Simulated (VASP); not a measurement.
A run of VASP 6.6.1 is set up as follows.

Contents of INCAR:

```
SYSTEM = LiYHg
ALGO = Normal ; EDIFF = 1E-7
ENCUT = 520 ; GGA = PE
ISIF = 2 ; ISMEAR = 0
LASPH = .True. ; LCHARG = .False.
LREAL = .False. ; LWAVE = .False.
NBANDS = 20 ; NELM = 60
PREC = Accurate ; SIGMA = 0.1
```

The input KPOINTS:

```
k-points
0
Gamma
  6 6 4
  0 0 0
```

File POSCAR:

```
LiYHg
1.0
    3.5524696759      0.0000000000      0.0000000000
    0.0000000000      3.5524696759      0.0000000000
    0.0000000000      0.0000000000      5.5245591469
Li Y Hg
1 1 1
Direct
    0.0000000000      0.0000000000      0.0000000000
    0.0000000000      0.0000000000      0.5000000000
    0.5000000000      0.5000000000      0.0000000000
```

Potentials or basis: VASP PAW PBE potentials, release 64 (Li_sv, Y_sv, Hg).

Run with:

```sh
$ cat potpaw_PBE.64/Li_sv/POTCAR potpaw_PBE.64/Y_sv/POTCAR potpaw_PBE.64/Hg/POTCAR > POTCAR
$ mpirun -np 1 vasp_std > vasp.out
```

(1) Estimate the band gap on the k mesh.

Results:

(1) zero (band 13 reaches 3.26 eV, above the bottom of band 14 at 1.68 eV).

Caveat: spin-orbit coupling is left out, which moves the levels of the heavy elements.
